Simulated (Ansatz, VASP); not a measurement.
**HfSi2: VASP beside Ansatz**

```
Hf Si
1.0
     1.85014   -7.27839    0.00000
     1.85014    7.27839    0.00000
     0.00000    0.00000    3.65402
Hf Si
2 4
Cartesian
  1.8501 -1.5280 0.9135
  1.8501 1.5280 2.7405
  1.8501 -6.4834 0.9135
  1.8501 6.4834 2.7405
  1.8501 3.6397 0.9135
  1.8501 -3.6397 2.7405
```

Alike in both runs: task relaxation of cell and atoms; functional PBE; k mesh 10 × 10 × 10; occupations gaussian, width 0.1 eV; no spin polarisation.

|  | VASP | Ansatz |
| --- | --- | --- |
| version | VASP 6.6.1 | Ansatz 0.2.0 |
| potentials or method | VASP PAW PBE potentials, release 64 (Hf_pv, Si), cutoff 500 eV | scalar-relativistic, plane waves, PAW |
| valence electrons in the cell | 36 | 68 |

VASP gave:

* gap on the k mesh at the Fermi level, each at its own relaxed structure (eV): none
* relaxed volume (Å³/atom): 16.39
* relaxed cell length with the largest relative difference (Å): 3.658

Question: Estimate Ansatz's values.

Answer: gap on the k mesh at the Fermi level, each at its own relaxed structure (eV): none; relaxed volume (Å³/atom): 16.39; relaxed cell length with the largest relative difference (Å): 3.659.

A gap of «none» marks a metal or a gap that the smearing closes. VASP's potentials hold 36 valence electrons a cell and Ansatz's 68, so a difference there can come from the potentials and not from the codes.

Neither program's run includes spin-orbit coupling.
